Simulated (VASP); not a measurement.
TiPt3: electric field gradients with r2SCAN

Crystal: TiPt3.

```
Ti Pt
1.0
     3.89700    0.00000    0.00000
     0.00000    3.89700    0.00000
     0.00000    0.00000    3.89700
Ti Pt
1 3
Cartesian
  0.0000 0.0000 0.0000
  0.0000 1.9485 1.9485
  1.9485 0.0000 1.9485
  1.9485 1.9485 0.0000
```

```json
{
  "Program": "VASP 6.6.1",
  "Task": "electric field gradients",
  "Functional": "r2SCAN",
  "Potentials or basis": "VASP PAW PBE potentials, release 64 (Ti_sv, Pt_sv_GW)",
  "Cutoff": "470 eV",
  "k mesh": "9 × 9 × 9",
  "Occupations": "fermi-dirac, width 0.05 eV",
  "Spin": "no spin polarisation",
  "Dipole correction": "no",
  "Further INCAR settings": "ALGO = Normal; EDIFF = 1e-08; NBANDS = 41"
}
```

```json
{
 "Pressure": "2.7 GPa",
 "Band gap on the k mesh": "zero (bands 33 and 34 overlap by 1.65 eV)",
 "Largest electric field gradient by atom": "Ti +0.0; Pt -95.9 V/Å²"
}
```

Levels at points of the mesh, in eV from the Fermi level:
```tsv
k point	band 30	band 31	band 32	band 33	band 34	band 35	band 36	band 37
(0.00, 0.00, 0.00)	0.02	0.02	0.02	1.48	1.48	1.62	1.62	1.62
```

Electric field gradients, principal values (V/Å²):
```csv
atom,least,middle,greatest (by size)
1 Ti,0.000,0.000,0.000
2 Pt,47.944,47.944,-95.888
3 Pt,47.944,47.944,-95.888
4 Pt,47.944,47.944,-95.888
```

Run time: 4.8 min on 1 thread of Intel(R) Xeon(R) Platinum 8259CL CPU @ 2.50GHz (Skylake/Cascade Lake), with other jobs on the host, peak memory 0.21 GiB.

Caveat: without QUAD_EFG the Cq values of the log hold for a quadrupole moment of 1 mb, not for the nuclei; the PAW data sets were made with another functional, which shifts forces and pressure a little; spin-orbit coupling is left out, which moves the levels of the heavy elements.
